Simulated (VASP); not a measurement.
# TePtSe3 (P4mm) in VASP: notebook

The runs below take TePtSe3 through single point, relaxation of cell and atoms, with PBE.

Program: VASP 6.6.1. These are calculated values, not measurements. Logs are shortened: lines on timing, memory, paths and dates and some standing lists are left out, and cuts for length are marked.

## Step 1: The cell of the first run

Symmetry: P4mm, No. 99, tetragonal system. The conventional cell has a = 5.023 Å, b = 5.023 Å, c = 6.358 Å, α = 90.00°, β = 90.00°, γ = 90.00°. Te (site symmetry 4mm) has 5 Se at 2.40 to 2.84 Å within 3.2 Å. Pt (site symmetry 4mm) has 4 Se at 2.52 Å within 3.3 Å. Se (site symmetry 4mm) has 1 Te at 2.40 Å within 3.2 Å. Within 3.3 Å of Se (site symmetry 2mm) lie 2 Pt at 2.52 Å and 2 Te at 2.84 Å.

The cell was built from a structure type or drawn by symmetry, and may not be a known phase.

## Step 2: Single point, PBE, collinear spin

Input file INCAR:

```
ALGO = Normal ; EDIFF = 1E-7
ENCUT = 520 ; GGA = PE
ISIF = 2 ; ISMEAR = 0
ISPIN = 2 ; LASPH = T
LCHARG = T ; LELF = T
LMAXMIX = 4 ; LORBIT = 11
LREAL = F ; LVHAR = T
LWAVE = F ; MAGMOM = 0 1 0 0 0
NBANDS = 29 ; NELM = 150
PREC = Accurate ; SIGMA = 0.1
```

Input file KPOINTS:

```
k-points
0
Gamma
  4 4 4
```

Input file POSCAR:

```
TePtSe3
1.0
    5.0228110158      0.0000000000      0.0000000000
    0.0000000000      5.0228110158      0.0000000000
    0.0000000000      0.0000000000      6.3584783058
Te Pt Se
1 1 3
Direct
    0.0000000000      0.0000000000      0.8951123111
    0.5000000000      0.5000000000      0.1377260660
    0.0000000000      0.0000000000      0.5179792735
    0.0000000000      0.5000000000      0.1035143447
    0.5000000000      0.0000000000      0.1035143447
```

Potentials or basis: VASP PAW PBE potentials, release 64 (Te, Pt, Se).

Run with:

```console
> cat potpaw_PBE.64/Te/POTCAR potpaw_PBE.64/Pt/POTCAR potpaw_PBE.64/Se/POTCAR > POTCAR
> mpirun -np 1 vasp_std > vasp.out
```

OUTCAR:

```text
EDIFF = 1E-7
   ENCUT = 520
   GGA = PE
   ISIF = 2
   ISMEAR = 0
   ISPIN = 2
   LASPH = T
   LORBIT = 11
   LREAL = F
   NELM = 150
   PREC = Accurate

 ion  position               nearest neighbor table
   1  0.000  0.000  0.895-   3 2.40   4 2.84   5 2.84   4 2.84   5 2.84
   2  0.500  0.500  0.138-   4 2.52   5 2.52   5 2.52   4 2.52
   3  0.000  0.000  0.518-   1 2.40
   4  0.000  0.500  0.104-   2 2.52   2 2.52   1 2.84   1 2.84
   5  0.500  0.000  0.104-   2 2.52   2 2.52   1 2.84   1 2.84

  LATTYP: Found a simple tetragonal cell.
 ALAT       =     5.0228110158
 C/A-ratio  =     1.2659202757

  Lattice vectors:

 A1 = (   5.0228110158,   0.0000000000,   0.0000000000)
 A2 = (   0.0000000000,   5.0228110158,   0.0000000000)
 A3 = (   0.0000000000,   0.0000000000,   6.3584783058)

Analysis of symmetry for initial positions (statically):
=====================================================================
 Subroutine PRICEL returns:
 Original cell was already a primitive cell.

 Routine SETGRP: Setting up the symmetry group for a
 simple tetragonal supercell.

 Subroutine GETGRP returns: Found  8 space group operations
 (whereof  8 operations were pure point group operations)
 out of a pool of 16 trial point group operations.

The static configuration has the point symmetry C_4v.

Analysis of symmetry for dynamics (positions and initial velocities):
=====================================================================
 Subroutine PRICEL returns:
 Original cell was already a primitive cell.

 Routine SETGRP: Setting up the symmetry group for a
 simple tetragonal supercell.

 Subroutine GETGRP returns: Found  8 space group operations
 (whereof  8 operations were pure point group operations)
 out of a pool of 16 trial point group operations.

The dynamic configuration has the point symmetry C_4v.

Analysis of structural, dynamic, and magnetic symmetry:
=====================================================================
 Subroutine PRICEL returns:
 Original cell was already a primitive cell.

 Routine SETGRP: Setting up the symmetry group for a
 simple tetragonal supercell.

 Subroutine GETGRP returns: Found  8 space group operations
 (whereof  8 operations were pure point group operations)
 out of a pool of 16 trial point group operations.

The overall configuration has the point symmetry C_4v.

 Subroutine INISYM returns: Found  8 space group operations
 (whereof  8 operations are pure point group operations),
 and found     1 'primitive' translations

----------------------------------------------------------------------------------------

                                     Primitive cell

  volume of cell :     160.4157

  direct lattice vectors                    reciprocal lattice vectors
     5.022811016  0.000000000  0.000000000     0.199091703  0.000000000  0.000000000
     0.000000000  5.022811016  0.000000000     0.000000000  0.199091703  0.000000000
     0.000000000  0.000000000  6.358478306     0.000000000  0.000000000  0.157270333

  length of vectors
     5.022811016  5.022811016  6.358478306     0.199091703  0.199091703  0.157270333

  position of ions in fractional coordinates (direct lattice)
     0.000000000  0.000000000  0.895112311
     0.500000000  0.500000000  0.137726066
     0.000000000  0.000000000  0.517979274
     0.000000000  0.500000000  0.103514345
     0.500000000  0.000000000  0.103514345

  ion indices of the primitive-cell ions
   primitive index   ion index
                 1           1
                 2           2
                 3           3
                 4           4
                 5           5

----------------------------------------------------------------------------------------

 KPOINTS: k-points

Automatic generation of k-mesh.
 Grid dimensions read from file:
 generate k-points for:    4    4    4

 Generating k-lattice:

  Cartesian coordinates                     Fractional coordinates (reciprocal lattice)
     0.049772926  0.000000000  0.000000000     0.250000000  0.000000000  0.000000000
     0.000000000  0.049772926  0.000000000     0.000000000  0.250000000  0.000000000
     0.000000000  0.000000000  0.039317583     0.000000000  0.000000000  0.250000000

  Length of vectors
     0.049772926  0.049772926  0.039317583

  Shift w.r.t. Gamma in fractional coordinates (k-lattice)
     0.000000000  0.000000000  0.000000000

 Subroutine IBZKPT returns following result:
 ===========================================

 Found     18 irreducible k-points:

 Following reciprocal coordinates:
            Coordinates               Weight
  0.000000  0.000000  0.000000      1.000000
  0.250000  0.000000  0.000000      4.000000
  0.500000  0.000000  0.000000      2.000000
  0.250000  0.250000  0.000000      4.000000
  0.500000  0.250000  0.000000      4.000000
  0.500000  0.500000  0.000000      1.000000
[... 10 lines left out ...]
  0.500000  0.250000  0.500000      4.000000
  0.500000  0.500000  0.500000      1.000000
   k-points           NKPTS =     18   k-points in BZ     NKDIM =     18   number of bands    NBANDS=     29
   number of dos      NEDOS =    301   number of ions     NIONS =      5
   total plane-waves  NPLWV =  76800
   dimension x,y,z NGX =    40 NGY =   40 NGZ =   48
   dimension x,y,z NGXF=    80 NGYF=   80 NGZF=   96
   ions per type =               1   1   3
   NGX,Y,Z   is equivalent  to a cutoff of  13.24, 13.24, 12.55 a.u.
   NGXF,Y,Z  is equivalent  to a cutoff of  26.48, 26.48, 25.10 a.u.
 SYSTEM =  unknown system
   PREC   = accura    normal or accurate (medium, high low for compatibility)
   ISTART =      0    job   : 0-new  1-cont  2-samecut
   ICHARG =      2    charge: 1-file 2-atom 10-const
   ISPIN  =      2    spin polarized calculation?
   LNONCOLLINEAR =      F non collinear calculations
   LSORBIT =      F    spin-orbit coupling
   LASPH  =      T    aspherical Exc in radial PAW
   ENCUT  =  520.0 eV  38.22 Ry    6.18 a.u.   9.34  9.34 11.82*2*pi/ulx,y,z
   NELM   =    150;   NELMIN=  2; NELMDL= -5     # of ELM steps
   EDIFF  = 0.1E-06   stopping-criterion for ELM
   LREAL  =      F    real-space projection
   EDIFFG = 0.1E-05   stopping-criterion for IOM
   NSW    =      0    number of steps for IOM
   IBRION =     -1    ionic relax: 0-MD 1-quasi-New 2-CG
   NFREE  =      0    steps in history (QN), initial steepest desc. (CG)
   ISIF   =      2    stress and relaxation
   ISYM   =      2    0-nonsym 1-usesym 2-fastsym
   POTIM  = 0.5000    time-step for ionic-motion
   TEBEG  =    0.0;   TEEND  =   0.0 temperature during run
   PSTRESS=    0.0 pullay stress
   NELECT =      34.0000    total number of electrons
   NUPDOWN=      -1.0000    fix difference up-down
   EMIN   =  10.00;   EMAX   =-10.00  energy-range for DOS
   EFERMI =   0.00;   METHOD = LEGACY
   ISMEAR =     0;   SIGMA  =   0.10  broadening in eV -4-tet -1-fermi 0-gaus
   EFERMI_NEDOS =   21; number of points for ismear=-14 and -15
   IALGO  =     38    algorithm
   IMIX   =      4    mixing-type and parameters
     AMIX     =   0.40;   BMIX     =  1.00
     AMIX_MAG =   1.60;   BMIX_MAG =  1.00
  volume/ion in A,a.u.               =      32.08       216.51
  Fermi-wavevector in a.u.,A,eV,Ry     =   0.976080  1.844524 12.962714  0.952733
  Thomas-Fermi vector in A             =   2.106671
   LORBIT       =     11    0 simple, 1 ext, 2 COOP (PROOUT), +10 PAW based schemes
   GGA     = PE    functional components
   LHFCALC =     F    Hartree Fock is set to
   AEXX    =    0.0000 exact exchange contribution
   IVDW    =     0    specifies the selected vdW correction
   LEPSILON=     F    determine dielectric tensor
   LRPA    =     F    only Hartree local field effects (RPA)
 spin polarized calculation
 Gauss-broadening in eV      SIGMA  =   0.10
  energy-cutoff  :      520.00
  volume of cell :      160.42
 maximum number of plane-waves:      4360
 NGX is ok and might be reduce to    40
   NGX = 19   NGY = 19   NGZ = 23

 number of electron      33.9999997 magnetization      -0.0000277

 number of electron      33.9999997 magnetization       0.0000009

 Free energy of the ion-electron system (eV)
  ---------------------------------------------------
  ext. energy  EPLUGINS =         0.00000000
  ---------------------------------------------------
  free energy    TOTEN  =       -18.88616079 eV

  energy without entropy =      -18.88328056  energy(sigma->0) =      -18.88472068

 E-fermi :   2.4828     XC(G=0):  -8.2309

 val. band max:        2.4346119874   @ k =   0.2500   0.2500   0.0000
 cond. band min:       2.7251742213   @ k =   0.5000   0.0000   0.0000
 fundamental gap:      0.2905622339
 Fermi energy:         2.4828258043

 spin component 1

 k-point     1 :       0.0000    0.0000    0.0000
  band No.  band energies     occupation
      1     -12.4129      1.00000
      2     -10.3860      1.00000
      3     -10.3134      1.00000
      4      -7.5040      1.00000
      5      -3.0304      1.00000
      6      -3.0304      1.00000
[... 543 lines left out ...]
      6      -2.8223      1.00000
[... 21 lines left out ...]
     28      11.3098      0.00000
     29      11.7213      0.00000
 Fermi energy:         2.4828258043

 spin component 2

 k-point     1 :       0.0000    0.0000    0.0000
  band No.  band energies     occupation
      1     -12.4129      1.00000
      2     -10.3860      1.00000
      3     -10.3134      1.00000
      4      -7.5040      1.00000
      5      -3.0304      1.00000
      6      -3.0304      1.00000
[... 565 lines left out ...]
     28      11.3098      0.00000
     29      11.7213      0.00000

------------------------ aborting loop because EDIFF is reached ----------------------------------------

  FORCE on cell =-STRESS in cart. coord.  units (eV):
  Direction    XX          YY          ZZ          XY          YZ          ZX
  --------------------------------------------------------------------------------------
  -------------------------------------------------------------------------------------
  Total       -0.0108098     -0.0108098      0.2615869      0.0000000     -0.0000000      0.0000000
  in kB       -0.1079644     -0.1079644      2.6126409      0.0000000     -0.0000000      0.0000000
  external PRESSURE =       0.7989040 kB  Pullay stress =       0.0000000 kB

 VOLUME and BASIS-vectors are now :
 -----------------------------------------------------------------------------
  energy-cutoff  :      520.00
  volume of cell :      160.42
      direct lattice vectors                 reciprocal lattice vectors
     5.022811016  0.000000000  0.000000000     0.199091703  0.000000000  0.000000000
     0.000000000  5.022811016  0.000000000     0.000000000  0.199091703  0.000000000
     0.000000000  0.000000000  6.358478306     0.000000000  0.000000000  0.157270333

 POSITION                                       TOTAL-FORCE (eV/Angst)
 -----------------------------------------------------------------------------------
      0.00000      0.00000      5.69155         0.000000     -0.000000      0.072018
      2.51141      2.51141      0.87573         0.000000      0.000000      0.011520
      0.00000      0.00000      3.29356         0.000000      0.000000     -0.055392
      0.00000      2.51141      0.65819        -0.000000      0.000000     -0.014073
      2.51141      0.00000      0.65819         0.000000      0.000000     -0.014073
 -----------------------------------------------------------------------------------
    total drift:                               -0.000000     -0.000000     -0.000408

  FREE ENERGIE OF THE ION-ELECTRON SYSTEM (eV)
  ---------------------------------------------------
  free  energy   TOTEN  =       -18.8861607948 eV

  energy  without entropy=      -18.8832805628  energy(sigma->0) =      -18.88472068

 total charge

# of ion       s       p       d       tot
------------------------------------------
    1        1.439   1.698   0.109   3.246
    2        0.627   0.366   8.191   9.184
    3        1.498   2.233   0.028   3.759
    4        1.488   2.199   0.066   3.753
    5        1.488   2.199   0.066   3.753
--------------------------------------------------
tot          6.541   8.695   8.460  23.696

 magnetization (x)

# of ion       s       p       d       tot
------------------------------------------
    1       -0.000  -0.000   0.000  -0.000
    2        0.000   0.000   0.000   0.000
    3       -0.000  -0.000   0.000  -0.000
    4       -0.000  -0.000   0.000  -0.000
    5       -0.000  -0.000   0.000  -0.000
--------------------------------------------------
tot          0.000  -0.000   0.000  -0.000
```

Run time: 87 s. Hardware: 1 thread of Intel Xeon 6975P-C (Granite Rapids), shared host; peak memory 0.4 GiB.

What came out:

```
Free energy                                           : -18.8862 eV
Pressure                                              : 0.1 GPa
Largest force                                         : 0.072 eV/Å
Band gap on the k mesh                                : zero (filled and empty bands overlap)
Net moment                                            : 0.00 μB per cell
Valence electrons inside the program's atomic spheres : Te 3.25; Pt 9.18; Se 3.76, 3.75 (each value once)
```

Forces in eV/Å, atoms in the order of the input:
```
Te   0.000  0.000  0.072
Pt   0.000  0.000  0.012
Se   0.000  0.000 -0.055
Se   0.000  0.000 -0.014
Se   0.000  0.000 -0.014
```

Stress tensor (GPa, compression positive):
```
-0.01  0.00  0.00
 0.00 -0.01  0.00
 0.00  0.00  0.26
```

Caveat: spin-orbit coupling is left out, which moves the levels of the heavy elements.

## Step 3: Relaxation of cell and atoms, PBE

Input file INCAR:

```
ALGO = Normal
EDIFF = 1E-7
EDIFFG = -0.01
ENCUT = 600
GGA = PE
IBRION = 2
ISIF = 3
ISMEAR = 0
LASPH = True
LCHARG = False
LREAL = False
LWAVE = False
NELM = 100
NSW = 100
PREC = Accurate
SIGMA = 0.1
```

Input file KPOINTS:

```
k-points
0
Gamma
  8 8 6
```

POSCAR is that of step 2.

Potentials or basis: VASP PAW PBE potentials, release 64 (Te, Pt, Se).

Run with:

```console
> cat potpaw_PBE.64/Te/POTCAR potpaw_PBE.64/Pt/POTCAR potpaw_PBE.64/Se/POTCAR > POTCAR
> mpirun -np 1 vasp_std > vasp.out
```

Run time: 27 min. Hardware: 1 thread of Intel Xeon 6975P-C (Granite Rapids), shared host; peak memory 0.5 GiB.

It converged, with:

| Property | Result |
| --- | --- |
| Free energy | -18.7439 eV |
| Relaxed volume | 32.34 Å³/atom |
| Relaxed cell | a = 4.953 Å, b = 4.953 Å, c = 6.590 Å, α = 90.00°, β = 90.00°, γ = 90.00° |
| Space group after relaxing (to 0.1 Å) | P4mm (No. 99) |
| Energy gained by relaxing | 14.8 meV/atom |
| Ionic steps | 28 |
| Pressure after relaxing | 0.0 GPa |
| Largest force after relaxing | 0.009 eV/Å |
| Band gap on the k mesh | zero (bands 17 and 18 overlap by 1.45 eV) |

Forces on the atoms (eV/Å):
```
Te   0.000  0.000 -0.009
Pt   0.000  0.000 -0.006
Se   0.000  0.000 -0.004
Se   0.000  0.000  0.009
Se   0.000  0.000  0.009
```

Step by step:
| step | energy change (eV) | largest force (eV/Å) | pressure (GPa) | volume (Å³) |
| --- | --- | --- | --- | --- |
| 1 | 0.0000 | 0.4279 | 0.34 | 160.42 |
| 2 | -0.0116 | 0.3577 | -0.26 | 162.00 |
| 3 | -0.0123 | 0.4383 | -0.44 | 162.52 |
| 4 | -0.0206 | 0.4029 | -0.40 | 162.52 |
| 5 | -0.0417 | 0.3030 | -0.27 | 162.49 |
| 6 | -0.0639 | 0.1324 | -0.07 | 162.43 |
| 7 | -0.0641 | 0.0965 | -0.09 | 162.44 |
| 8 | -0.0642 | 0.1098 | -0.09 | 162.44 |
| 9 | -0.0678 | 0.1469 | 0.06 | 162.04 |
| 10 | -0.0688 | 0.2037 | 0.20 | 161.69 |
| 11 | -0.0719 | 0.0915 | 0.12 | 162.14 |
| 12 | -0.0731 | 0.0603 | 0.03 | 162.66 |
| 13 | -0.0734 | 0.0286 | -0.06 | 162.83 |
| 14 | -0.0734 | 0.0290 | -0.06 | 162.83 |
| 15 | -0.0736 | 0.0071 | -0.03 | 162.67 |
| 16 | -0.0736 | 0.0190 | 0.00 | 162.53 |
| 17 | -0.0737 | 0.0158 | -0.01 | 162.51 |
| 18 | -0.0738 | 0.0137 | -0.07 | 162.46 |
| 19 | -0.0738 | 0.0144 | -0.05 | 162.36 |
| 20 | -0.0739 | 0.0155 | -0.03 | 162.20 |
| 21 | -0.0739 | 0.0177 | 0.03 | 161.88 |
| 22 | -0.0739 | 0.0172 | 0.02 | 161.96 |
| 23 | -0.0739 | 0.0153 | 0.01 | 161.94 |
| 24 | -0.0739 | 0.0275 | -0.01 | 161.90 |
| 25 | -0.0739 | 0.0253 | -0.01 | 161.87 |
| 26 | -0.0740 | 0.0184 | -0.01 | 161.80 |
| 27 | -0.0740 | 0.0106 | -0.01 | 161.64 |
| 28 | -0.0740 | 0.0093 | 0.00 | 161.70 |

Final structure:
```
Te Pt Se
1.0
     4.95343    0.00000    0.00000
     0.00000    4.95343    0.00000
     0.00000    0.00000    6.58999
Te Pt Se
1 1 3
Cartesian
  0.0000 0.0000 5.7840
  2.4767 2.4767 1.1045
  0.0000 0.0000 3.3696
  0.0000 2.4767 0.6630
  2.4767 0.0000 0.6630
```

Levels at points of the mesh, in eV from the Fermi level:
```
           k point  band 13  band 14  band 15  band 16  band 17  band 18  band 19  band 20  band 21
(0.00, 0.00, 0.00)    -1.36    -1.36    -1.25    -0.96    -0.96    -0.65     0.81     0.81     1.03
(0.50, 0.00, 0.00)    -1.45    -1.45    -1.19    -0.88    -0.75     0.11     1.19     1.74     3.08
(0.50, 0.50, 0.00)    -1.76    -1.14    -1.14    -0.81     0.78     1.80     1.80     2.92     3.66
(0.00, 0.00, 0.50)    -2.01    -2.01    -1.17    -0.89    -0.89    -0.67     0.74     1.68     1.68
(0.50, 0.00, 0.50)    -1.85    -1.45    -1.13    -1.08    -0.34    -0.04     0.64     1.99     2.71
(0.50, 0.50, 0.50)    -1.72    -0.81    -0.79    -0.79    -0.59     0.92     0.92     2.37     3.66
```

Caveat: spin-orbit coupling is left out, which moves the levels of the heavy elements.
